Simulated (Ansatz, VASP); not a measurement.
## GaP in VASP and in Ansatz

```
P Ga
1.0
     5.43845    0.00000    0.00000
     0.00000    5.43845    0.00000
     0.00000    0.00000   31.04431
P Ga
6 6
Direct
  0.25483 0.24517 0.25728
  0.74517 0.75483 0.25728
  0.76416 0.26416 0.34740
  0.23584 0.73584 0.34740
  0.27987 0.22013 0.43736
  0.72013 0.77987 0.43736
  0.50000 0.00000 0.29980
  0.00000 0.50000 0.29672
  0.00000 0.00000 0.39068
  0.50000 0.50000 0.39068
  0.50000 0.00000 0.49591
  0.00000 0.50000 0.40851
```

Alike in both runs: task single point; functional PBEsol; k mesh 7 × 7 × 1; occupations gaussian, width 0.1 eV; no spin polarisation.

|  | VASP | Ansatz |
| --- | --- | --- |
| version | VASP 6.6.1 | Ansatz 0.2.0 |
| potentials or method | VASP PAW PBE potentials, release 64 (P, Ga_d), cutoff 520 eV | scalar-relativistic, plane waves, PAW |
| valence electrons in the cell | 108 | 108 |

|  | VASP | Ansatz | Ansatz less VASP |
| --- | --- | --- | --- |
| rms of the force components (eV/Å) | 0.244 | 0.241 | -0.0026 |

VASP's potentials were made for PBE, not for PBEsol. The functional is the same, so the differences come from potentials, cutoffs and numerics. Ansatz's warnings: xc potential rough in thin density.
